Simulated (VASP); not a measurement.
# Sm in VASP: single point with PBE

Aim: the single point of Sm with PBE.

All numbers are computed with VASP 6.6.1; they aren't measurements. Logs are shortened: lines on timing, memory, paths and dates and some standing lists are left out, and cuts for length are marked.

## Step 1: The cell of the first run

The cell holds a cluster in a box, 1 atom: a = 8.500 Å, b = 8.500 Å, c = 8.500 Å, α = 90.00°, β = 90.00°, γ = 90.00°.

## Step 2: Single point, PBE

INCAR reads:

```
SYSTEM = Sm
PREC     = Accurate       ! precision mode
ENCUT    = 520            ! plane-wave cutoff, eV
EDIFF    = 1E-6           ! SCF threshold, eV
ISMEAR   = -1             ! smearing method
SIGMA    = 0.1            ! smearing width, eV
LREAL    = .FALSE.        ! projectors in reciprocal space
LASPH    = .TRUE.         ! aspherical terms in the spheres
NELM     = 200            ! most SCF steps
ALGO     = Normal         ! electronic algorithm
ISIF     = 2              ! what is computed and relaxed
LWAVE    = .FALSE.        ! write WAVECAR
LCHARG   = .TRUE.         ! write CHGCAR
GGA      = PE             ! functional
LELF     = .TRUE.         ! ELF
LVHAR    = .TRUE.       
NBANDS   = 14             ! bands
GGA_COMPAT= .FALSE.      
LMAXMIX  = 6              ! l up to which the mixer works
```

KPOINTS reads:

```
regular mesh
0
G
  1 1 1
  0 0 0
```

POSCAR reads:

```
Sm
1.0
    8.5000000000      0.0000000000      0.0000000000
    0.0000000000      8.5000000000      0.0000000000
    0.0000000000      0.0000000000      8.5000000000
Sm
1
Direct
    0.5100000000      0.5200000000      0.4900000000
```

Potentials or basis: VASP PAW PBE potentials, release 64 (Sm).

Launch:

```sh
> cat potpaw_PBE.64/Sm/POTCAR > POTCAR
> mpirun -np 1 vasp_gam > vasp.out
```

OUTCAR:

```text
SYSTEM = Sm
   PREC = Accurate
   ENCUT = 520
   EDIFF = 1E-6
   ISMEAR = -1
   LREAL = .FALSE.
   LASPH = .TRUE.
   NELM = 200
   ISIF = 2
   GGA = PE

 ion  position               nearest neighbor table
   1  0.510  0.520  0.490-

  LATTYP: Found a simple cubic cell.
 ALAT       =     8.5000000000

  Lattice vectors:

 A1 = (   8.5000000000,   0.0000000000,   0.0000000000)
 A2 = (   0.0000000000,   8.5000000000,   0.0000000000)
 A3 = (   0.0000000000,   0.0000000000,   8.5000000000)

Analysis of symmetry for initial positions (statically):
=====================================================================
 Subroutine PRICEL returns:
 Original cell was already a primitive cell.

 Routine SETGRP: Setting up the symmetry group for a
 simple cubic supercell.

 Subroutine GETGRP returns: Found 48 space group operations
 (whereof  2 operations were pure point group operations)
 out of a pool of 48 trial point group operations.

The static configuration has the point symmetry C_1h.
 The point group associated with its full space group is O_h .

Analysis of symmetry for dynamics (positions and initial velocities):
=====================================================================
 Subroutine PRICEL returns:
 Original cell was already a primitive cell.

 Routine SETGRP: Setting up the symmetry group for a
 simple cubic supercell.

 Subroutine GETGRP returns: Found 48 space group operations
 (whereof  2 operations were pure point group operations)
 out of a pool of 48 trial point group operations.

The dynamic configuration has the point symmetry C_1h.
 The point group associated with its full space group is O_h .

 Subroutine INISYM returns: Found 48 space group operations
 (whereof  2 operations are pure point group operations),
 and found     1 'primitive' translations

----------------------------------------------------------------------------------------

                                     Primitive cell

  volume of cell :     614.1250

  direct lattice vectors                    reciprocal lattice vectors
     8.500000000  0.000000000  0.000000000     0.117647059  0.000000000  0.000000000
     0.000000000  8.500000000  0.000000000     0.000000000  0.117647059  0.000000000
     0.000000000  0.000000000  8.500000000     0.000000000  0.000000000  0.117647059

  length of vectors
     8.500000000  8.500000000  8.500000000     0.117647059  0.117647059  0.117647059

  position of ions in fractional coordinates (direct lattice)
[... 51 lines left out ...]
   ENCUT  =  520.0 eV  38.22 Ry    6.18 a.u.  15.80 15.80 15.80*2*pi/ulx,y,z
   NELM   =    200;   NELMIN=  2; NELMDL= -5     # of ELM steps
   EDIFF  = 0.1E-05   stopping-criterion for ELM
   LREAL  =      F    real-space projection
   EDIFFG = 0.1E-04   stopping-criterion for IOM
   NSW    =      0    number of steps for IOM
   IBRION =     -1    ionic relax: 0-MD 1-quasi-New 2-CG
   NFREE  =      0    steps in history (QN), initial steepest desc. (CG)
   ISIF   =      2    stress and relaxation
   ISYM   =      2    0-nonsym 1-usesym 2-fastsym
   POTIM  = 0.5000    time-step for ionic-motion
   TEBEG  =    0.0;   TEEND  =   0.0 temperature during run
   PSTRESS=    0.0 pullay stress
   NELECT =      16.0000    total number of electrons
   NUPDOWN=      -1.0000    fix difference up-down
   EMIN   =  10.00;   EMAX   =-10.00  energy-range for DOS
   EFERMI =   0.00;   METHOD = LEGACY
   ISMEAR =    -1;   SIGMA  =   0.10  broadening in eV -4-tet -1-fermi 0-gaus
   EFERMI_NEDOS =   21; number of points for ismear=-14 and -15
   IALGO  =     38    algorithm
   IMIX   =      4    mixing-type and parameters
     AMIX     =   0.40;   BMIX     =  1.00
     AMIX_MAG =   1.60;   BMIX_MAG =  1.00
  volume/ion in A,a.u.               =     614.12      4144.32
  Fermi-wavevector in a.u.,A,eV,Ry     =   0.485321  0.917124  3.204670  0.235537
  Thomas-Fermi vector in A             =   1.485486
   LORBIT       =      0    0 simple, 1 ext, 2 COOP (PROOUT), +10 PAW based schemes
   GGA     = PE    functional components
   LHFCALC =     F    Hartree Fock is set to
   AEXX    =    0.0000 exact exchange contribution
   IVDW    =     0    specifies the selected vdW correction
   LEPSILON=     F    determine dielectric tensor
   LRPA    =     F    only Hartree local field effects (RPA)
 non-spin polarized calculation
  energy-cutoff  :      520.00
  volume of cell :      614.12
 maximum number of plane-waves:      8260
 NGX is ok and might be reduce to    64
   NGX = 31   NGY = 31   NGZ = 31

 number of electron      16.0000002 magnetization

 Free energy of the ion-electron system (eV)
  ---------------------------------------------------
  ext. energy  EPLUGINS =         0.00000000
  ---------------------------------------------------
  free energy    TOTEN  =        -2.08747012 eV

  energy without entropy =       -1.12923400  energy(sigma->0) =       -1.60835206

 E-fermi :  -2.1658     XC(G=0):  -2.2114

 val. band max:       -3.2858131431   @ k =   0.0000   0.0000   0.0000
 cond. band min:      -2.1390121660   @ k =   0.0000   0.0000   0.0000
 fundamental gap:      1.1468009771
 Fermi energy:        -2.1658229859

 k-point     1 :       0.0000    0.0000    0.0000
  band No.  band energies     occupation
      1     -43.0439      2.00000
      2     -22.9978      2.00000
      3     -22.9978      2.00000
      4     -22.9978      2.00000
      5      -3.2858      1.99997
      6      -2.1390      0.86674
      7      -2.1390      0.86673
      8      -2.1390      0.86672
      9      -2.1358      0.85112
     10      -2.1358      0.85105
     11      -2.1358      0.85104
     12      -2.1343      0.84389
     13      -1.4371      0.00137
     14      -1.4371      0.00137

------------------------ aborting loop because EDIFF is reached ----------------------------------------

  FORCE on cell =-STRESS in cart. coord.  units (eV):
  Direction    XX          YY          ZZ          XY          YZ          ZX
  --------------------------------------------------------------------------------------
  -------------------------------------------------------------------------------------
  Total       -0.6284724     -0.6284724     -0.6284724      0.0000000     -0.0000000     -0.0000000
  in kB       -1.6396080     -1.6396080     -1.6396080      0.0000000     -0.0000000     -0.0000000
  external PRESSURE =      -1.6396080 kB  Pullay stress =       0.0000000 kB

 VOLUME and BASIS-vectors are now :
 -----------------------------------------------------------------------------
  energy-cutoff  :      520.00
  volume of cell :      614.12
      direct lattice vectors                 reciprocal lattice vectors
     8.500000000  0.000000000  0.000000000     0.117647059  0.000000000  0.000000000
     0.000000000  8.500000000  0.000000000     0.000000000  0.117647059  0.000000000
     0.000000000  0.000000000  8.500000000     0.000000000  0.000000000  0.117647059

 POSITION                                       TOTAL-FORCE (eV/Angst)
 -----------------------------------------------------------------------------------
      4.33500      4.42000      4.16500         0.000000      0.000000      0.000000
 -----------------------------------------------------------------------------------
    total drift:                               -0.000039      0.000013      0.000039

  FREE ENERGIE OF THE ION-ELECTRON SYSTEM (eV)
  ---------------------------------------------------
  free  energy   TOTEN  =        -2.0874701178 eV

  energy  without entropy=       -1.1292340027  energy(sigma->0) =       -1.60835206
```

It took 2.1 min on 1 thread of Intel Xeon 6975P-C (Granite Rapids), shared host; peak memory 0.52 GiB.

What came out:

| Item | Value |
| --- | --- |
| Free energy | -2.0875 eV |
| Gap between the frontier levels | 0.00 eV |

Caveat: spin-orbit coupling is left out, which moves the levels of the heavy elements; semilocal functionals describe open f shells poorly, which spoils levels, moments and volumes. Spin polarisation is off, so any magnetic state and its effect on volume and gap are missing.
